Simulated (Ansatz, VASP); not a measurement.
# GaN in VASP and in Ansatz

```xyz
2
Lattice="0.0000 2.2490 2.2490 2.2490 0.0000 2.2490 2.2490 2.2490 0.0000" Properties=species:S:1:pos:R:3 pbc="T T T"
Ga    0.0000    0.0000    0.0000
N     1.1245    1.1245    1.1245
```

Alike in both runs: task single point; functional PBEsol; k mesh 6 × 6 × 6; occupations gaussian, width 0.001 eV; no spin polarisation.

|  | VASP | Ansatz |
| --- | --- | --- |
| version | VASP 6.6.1 | Ansatz 0.2.0 |
| potentials or method | VASP PAW PBE potentials, release 64 (Ga_d, N) | plane waves |
| plane-wave cutoff (eV) | 600 | 420 |
| valence electrons in the cell | 18 | 18 |

|  | VASP | Ansatz | Ansatz less VASP |
| --- | --- | --- | --- |
| gap on the k mesh at the Fermi level (eV) | 1.72 | 1.70 | -0.019 |
| pressure (GPa) | -0.4 | 0.0 | +0.38 |

VASP's potentials were made for PBE, not for PBEsol.
